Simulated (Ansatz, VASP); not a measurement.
**Se in VASP and in Ansatz**

```
CELL_PARAMETERS angstrom
0.00000 3.20282 3.20282
3.20282 0.00000 3.20282
3.20282 3.20282 0.00000
ATOMIC_POSITIONS crystal
Se 0.12500 0.12500 0.12500
Se 0.87500 0.87500 0.87500
```

Alike in both runs: task single point; functional LDA; k mesh 10 × 10 × 10; occupations fermi-dirac, width 0.1 eV; no spin polarisation.

```csv
,VASP,Ansatz
version,VASP 6.6.1,Ansatz 0.2.0
potentials or method,"VASP PAW LDA potentials, release 64 (Se), cutoff 520 eV","plane waves (420 eV) with PAW, scalar-relativistic"
valence electrons in the cell,12,32
```

|  | VASP | Ansatz | Ansatz less VASP |
| --- | --- | --- | --- |
| pressure (GPa) | -4.2 | -4.2 | -0.07 |

Ansatz warns that its potentials were made for another functional, while VASP's fit it. LDA's correlation is that of Perdew and Zunger in VASP and of Perdew and Wang (1992) in Ansatz. VASP's potentials hold 12 valence electrons a cell and Ansatz's 32, so a difference there can come from the potentials and not from the codes.
